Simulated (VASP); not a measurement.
Here is a VASP 6.6.1 calculation.

Contents of INCAR:

```
SYSTEM = Si16HC16
  PREC = Accurate
  ENCUT = 520
  EDIFF = 1E-6
  ISMEAR = 0
  SIGMA = 0.02
  LREAL = Auto
  LASPH = .TRUE.
  NELM = 80
  ALGO = Normal
  ISIF = 2
  LWAVE = .FALSE.
  LCHARG = .TRUE.
  GGA = PE
  LELF = .TRUE.
  LVHAR = .TRUE.
  NBANDS = 86
  NELECT = 128.0
```

Contents of KPOINTS:

```
Automatic mesh
0
Gamma
  2 2 2
  0.5 0.5 0.5
```

Contents of POSCAR:

```
Si16HC16
1.0
   -4.3797259407     -4.3797259407      4.3797259407
    4.3797259407     -4.3797259407     -4.3797259407
    4.3797259407      4.3797259407      4.3797259407
Si C H
16 16 1
Direct
    0.2588647133      0.7466477456      0.2466638357
   -0.0052168789      0.7425127837      0.5108006826
    0.4996229284      0.4984526497      0.2498273898
    0.2512370671      0.5014479284      0.5008601062
    0.0001825457      0.4989174048      0.7513739546
    0.7484728598      0.7498743174      0.7498373287
    0.4996094572      0.7498278533     -0.0015558051
   -0.0052485019      0.0108410893      0.2424982783
    0.7484786821      0.2498574146      0.2498751097
    0.5011116060      0.2507386341      0.5006753915
    0.2497188214      0.2507842990      0.7507872740
    0.0001833448      0.2513795418     -0.0010871685
    0.7459731600      0.4982232974     -0.0017997701
    0.7515225940      0.0007986801      0.5008007418
    0.5011097794      0.0006903400      0.7507394400
    0.2512402636      0.0008600995      0.0014406153
    0.2503408923      0.4983414555      0.2495922153
   -0.0006985597      0.4964500130      0.5005312044
    0.5003323335      0.2502261591      0.2509023429
    0.2490856768      0.2495217771      0.4988316688
    0.0004507131      0.2501183898      0.7501163416
    0.7519769603      0.5024211628      0.7536957893
    0.5013286287      0.5014347997      0.0014265733
    1.0093429497      0.7566168625      0.2566608083
    0.7480149544     -0.0004627002      0.2488523288
    0.5008073632     -0.0001185006      0.4998780813
    0.2490912707     -0.0011601183      0.7495262362
   -0.0007010713      0.0005277727     -0.0035515921
    0.7519850659      0.2537179301      0.0024205852
    0.7480278548      0.7488551897      0.4995325118
    0.5003331326      0.7509117110      0.7502251384
    0.2503332434      0.7495941628     -0.0016466784
    0.1359851068     -0.0883555285      0.4114281406
```

Potentials or basis: VASP PAW PBE potentials, release 64 (Si, C, H).

The run is started by

```bash
$ cat potpaw_PBE.64/Si/POTCAR potpaw_PBE.64/C/POTCAR potpaw_PBE.64/H/POTCAR > POTCAR
$ mpirun -np 1 vasp_std > vasp.out
```

(1) Estimate the largest force.

Answers

(1) 0.047 eV/Å.

Caveat: the cell carries a net charge on a neutralising background, which shifts energy and pressure.
